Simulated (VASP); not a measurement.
Set up this calculation in VASP 6.6.1, as the native input.

| Item | Value |
| --- | --- |
| Task | single point |
| Functional | r2SCAN |
| Potentials or basis | VASP PAW PBE potentials, release 64 (Mg, B) |
| Cutoff | 520 eV |
| k mesh | 7 × 7 × 6 |
| Occupations | gaussian, width 0.05 eV |
| Spin | no spin polarisation |
| Dipole correction | no |
| Further INCAR settings | ALGO = Normal; EDIFF = 1e-06; NBANDS = 11 |

MgB2:

```xyz
3
Lattice="3.0850 0.0000 0.0000 -1.5425 2.6717 0.0000 0.0000 0.0000 3.5230" Properties=species:S:1:pos:R:3 pbc="T T T"
Mg    0.0703   -0.0171   -0.0345
B     1.5536    0.8592    1.7323
B     0.0098    1.7804    1.7941
```

One way to write it, as run:

POSCAR

```
MgB2
1.0
    3.0850000000      0.0000000000      0.0000000000
   -1.5425000000      2.6716883707      0.0000000000
    0.0000000000      0.0000000000      3.5230000000
Mg B
1 2
Direct
    0.0195880000     -0.0064130000     -0.0098050000
    0.6644080000      0.3216100000      0.4917100000
    0.3363740000      0.6663920000      0.5092550000
```

INCAR.step1

```
SYSTEM = MgB2
PREC = Accurate
ENCUT = 520
ISMEAR = 0
SIGMA = 0.05
LREAL = .FALSE.
LASPH = .TRUE.
NELM = 80
NBANDS = 11
GGA = PE
ALGO = Normal
EDIFF = 1E-4
LWAVE = .TRUE.
LCHARG = .FALSE.
```

INCAR.step2

```
SYSTEM = MgB2
PREC = Accurate
ENCUT = 520
EDIFF = 1E-6
ISMEAR = 0
SIGMA = 0.05
LREAL = .FALSE.
LASPH = .TRUE.
NELM = 80
ALGO = Normal
ISIF = 2
LWAVE = .FALSE.
LCHARG = .FALSE.
METAGGA = R2SCAN
LMIXTAU = .TRUE.
NBANDS = 11
ISTART = 1
```

KPOINTS

```
Automatic mesh
0
G
  7 7 6
  0 0 0
```

Potentials or basis: VASP PAW PBE potentials, release 64 (Mg, B).

Launch:

```bash
$ cat potpaw_PBE.64/Mg/POTCAR potpaw_PBE.64/B/POTCAR > POTCAR
$ cp INCAR.step1 INCAR
$ mpirun -np 1 vasp_std > vasp.out
$ cp INCAR.step2 INCAR
$ mpirun -np 1 vasp_std > vasp.out
```

It gave:

The pressure is -2.4 GPa and the largest force is 0.756 eV/Å. The band gap on the k mesh is zero (bands 4 and 5 overlap by 2.30 eV).

Caveat: the PAW data sets were made with another functional, which shifts forces and pressure a little.

Wall time 120 s on 1 thread of Intel Xeon 8259CL, with other jobs on the host, peak memory 0.19 GiB.
